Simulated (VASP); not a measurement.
Wanted: the native input for a VASP 6.6.1 run.

```yaml
Task: single point
Functional: PBEsol
Potentials_or_basis: VASP PAW PBE potentials, release 64 (Te, Mo_sv)
Cutoff: 520 eV
k_mesh: 9 × 9 × 1
Occupations: gaussian, width 0.05 eV
Spin: no spin polarisation
Dipole_correction: no
Further_INCAR_settings: ALGO = Normal; EDIFF = 1e-06; NBANDS = 64
```

The structure of Te2Mo lies in POSCAR:

```
Te2Mo
1.0
    3.4932091909      0.0000000000      0.0000000000
   -1.7466045954      3.0252079000      0.0000000000
    0.0000000000      0.0000000000     37.5161156315
Te Mo
8 4
Direct
    0.3333333333      0.6666666667      0.8675052961
    0.3333333333      0.6666666667      0.2318351738
    0.6666666667      0.3333333333      0.6719958813
    0.6666666667      0.3333333333      0.0453069351
    0.6666666667      0.3333333333      0.7681648262
    0.6666666667      0.3333333333      0.1415574758
    0.3333333333      0.6666666667      0.9546930649
    0.3333333333      0.6666666667      0.3280041187
    0.3333333333      0.6666666667      0.7200184287
    0.3333333333      0.6666666667      0.0934314856
    0.6666666667      0.3333333333      0.9065685144
    0.6666666667      0.3333333333      0.2799815713
```

This cell differs from its parent crystal: atom 1 (Te) moved by +0.000 Å along x and +0.340 Å along [0 0 1].

The input as run:

INCAR

```
ALGO = Normal
EDIFF = 1E-6
ENCUT = 520
GGA = PS
ISIF = 2
ISMEAR = 0
LASPH = True
LCHARG = False
LREAL = False
LWAVE = False
NBANDS = 64
NELM = 80
PREC = Accurate
SIGMA = 0.05
```

KPOINTS

```
k-points
0
Gamma
  9 9 1
```

Potentials or basis: VASP PAW PBE potentials, release 64 (Te, Mo_sv).

Launch:

```bash
$ cat potpaw_PBE.64/Te/POTCAR potpaw_PBE.64/Mo_sv/POTCAR > POTCAR
$ mpirun -np 1 vasp_std > vasp.out
```

Results of the run:

```json
{
 "Largest force": "5.967 eV/Å",
 "Band gap on the k mesh": "zero (band 52 reaches 5.38 eV, above the bottom of band 53 at 5.25 eV)"
}
```

Caveat: the cell differs from its parent crystal (atom 1 (Te) moved by +0.000 Å along x and +0.340 Å along [0 0 1]); the PAW data sets were made with another functional, which shifts forces and pressure a little; spin-orbit coupling is left out, which moves the levels of the heavy elements.

It took 7.6 min on 1 thread of AMD EPYC 9R14 (Zen 4), with other jobs on the host, peak memory 0.59 GiB.
